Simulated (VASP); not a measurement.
Set up this calculation in VASP 6.6.1, as the native input.

* Task: single point
* Functional: PBE
* Potentials or basis: VASP PAW PBE potentials, release 64 (Rh_pv)
* Cutoff: 520 eV
* k mesh: 6 × 6 × 4
* Occupations: gaussian, width 0.1 eV
* Spin: no spin polarisation
* Dipole correction: no
* Further INCAR settings: ALGO = Normal; EDIFF = 1e-07; NBANDS = 22

The structure of Rh lies in POSCAR:

```
Rh
1.0
    3.0343716440      0.0000000000      0.0000000000
   -1.5171858220      2.6278429283      0.0000000000
    0.0000000000      0.0000000000      4.9606312960
Rh
2
Direct
    0.3333333333      0.6666666667      0.2500000000
    0.6666666667      0.3333333333      0.7500000000
```

This cell differs from its parent crystal: Ag replaced by Rh, lengths x 0.988, strained.

These files were run (other wordings do the same):

INCAR

```
  PREC = Accurate
  ENCUT = 520
  EDIFF = 1E-7
  ISMEAR = 0
  SIGMA = 0.1
  LREAL = F
  LASPH = T
  NELM = 80
  ALGO = Normal
  ISIF = 2
  LWAVE = F
  LCHARG = F
  GGA = PE
  NBANDS = 22
```

KPOINTS

```
regular mesh
0
Gamma
  6 6 4
```

Potentials or basis: VASP PAW PBE potentials, release 64 (Rh_pv).

Run with:

```console
$ cat potpaw_PBE.64/Rh_pv/POTCAR > POTCAR
$ mpirun -np 1 vasp_std > vasp.out
```

Results of the run:

The pressure is -34.9 GPa and the band gap on the k mesh is zero (band 15 reaches 6.75 eV, above the bottom of band 16 at 5.45 eV).

Caveat: the k points lie up to 0.40 Å⁻¹ apart; the cell differs from its parent crystal (Ag replaced by Rh, lengths x 0.988, strained).

Run time: 14 s on 1 thread of Intel(R) Xeon(R) Platinum 8259CL CPU @ 2.50GHz (Skylake/Cascade Lake), with other jobs on the host, peak memory 0.15 GiB.
